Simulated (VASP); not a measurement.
Wanted: the native input for a VASP 6.6.1 run.

```
Task                   : single point
Functional             : PBE
Potentials or basis    : VASP PAW PBE potentials, release 64 (Pd)
Cutoff                 : 520 eV
k mesh                 : 11 × 11 × 11
Occupations            : fermi-dirac, width 0.1 eV
Spin                   : no spin polarisation
Dipole correction      : no
Further INCAR settings : ALGO = Normal; EDIFF = 1e-06; NBANDS = 11
```

The structure of Pd lies in POSCAR:

```
Pd
1.0
    0.0000000000      1.9734737307      1.9734737307
    1.9734737307      0.0000000000      1.9734737307
    1.9734737307      1.9734737307      0.0000000000
Pd
1
Direct
    0.0000000000      0.0000000000      0.0000000000
```

These files were run (other wordings do the same):

INCAR

```
SYSTEM = Pd
  PREC = Accurate
  ENCUT = 520
  EDIFF = 1E-6
  ISMEAR = -1
  SIGMA = 0.1
  LREAL = .False.
  LASPH = .True.
  NELM = 80
  ALGO = Normal
  ISIF = 2
  LWAVE = .False.
  LCHARG = .False.
  GGA = PE
  NBANDS = 11
```

KPOINTS

```
regular mesh
0
Gamma
  11 11 11
  0 0 0
```

Potentials or basis: VASP PAW PBE potentials, release 64 (Pd).

Launch:

```sh
$ cat potpaw_PBE.64/Pd/POTCAR > POTCAR
$ mpirun -np 1 vasp_std > vasp.out
```

It gave:

- Pressure: -0.2 GPa
- Band gap on the k mesh: zero (band 5 reaches 9.31 eV, above the bottom of band 6 at 7.91 eV)

Run time: 3.7 s on 1 thread of Intel(R) Xeon(R) 6975P-C (Granite Rapids), with other jobs on the host, peak memory 0.14 GiB.
